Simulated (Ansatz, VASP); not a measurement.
## TiAl: VASP beside Ansatz

```
Ti Al
1.0
     2.92474    0.00000    0.00000
     0.00000    2.92474    0.00000
     0.00000    0.00000    2.92474
Ti Al
1 1
Direct
  0.00000 0.00000 0.00000
  0.50000 0.50000 0.50000
```

Change from the starting cell: strain -0.080 along x and y, -0.080 along z, atoms carried along.

Alike in both runs: task single point; functional LDA; k mesh 16 × 16 × 16; occupations gaussian, width 0.15 eV; no spin polarisation.

```csv
,VASP,Ansatz
version,VASP 6.6.1,Ansatz 0.2.0
potentials or method,"VASP PAW LDA potentials, release 64 (Ti_sv, Al), cutoff 520 eV","scalar-relativistic, plane waves, PAW"
valence electrons in the cell,15,15
```

VASP gave:

| Item | Value |
| --- | --- |
| gap on the k mesh at the Fermi level (eV) | none |
| pressure (GPa) | 36.8 |

Problem. What did Ansatz give for the same quantities?

Solution. gap on the k mesh at the Fermi level (eV): none; pressure (GPa): 36.6.

LDA's correlation is that of Perdew and Zunger in VASP and of Perdew and Wang (1992) in Ansatz. A gap of «none» marks a metal or a gap that the smearing closes. Both programs put the cell under a high pressure, so it lies far from rest at this level.
